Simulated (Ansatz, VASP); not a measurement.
One calculation of Eu, two programs

```
Eu
1.0
     0.00000    2.54768    2.54768
     2.54768    0.00000    2.54768
     2.54768    2.54768    0.00000
Eu
1
Direct
  0.00000 0.00000 0.00000
```

Alike in both runs: task relaxation of cell and atoms; functional PBE; k mesh 12 × 12 × 12; occupations fermi-dirac, width 0.03 eV; collinear spin.

|  | VASP | Ansatz |
| --- | --- | --- |
| version | VASP 6.6.1 | Ansatz 0.2.0 |
| potentials or method | VASP PAW PBE potentials, release 64 (Eu) | PAW with Ansatz's default frozen-core files, scalar-relativistic |
| plane-wave cutoff (eV) | 600 | 420 |
| valence electrons in the cell | 17 | 17 |

```csv
,VASP,Ansatz,Ansatz less VASP
net moment per atom (μB),7.55,7.56,+0.010
size of the moment on the site where the two differ most (μB),6.74,7.20,+0.463
relaxed volume (Å³/atom),40.65,41.22,+0.577
relaxed length of the cell vector where the two differ most in proportion (Å),3.859,3.878,+0.0182
```

Site moments also hang on the region over which each program counts them.

Spin-orbit coupling is off throughout. Noted on VASP's run: the volume moved by over 15 % at a fixed basis, so the end points are rough.
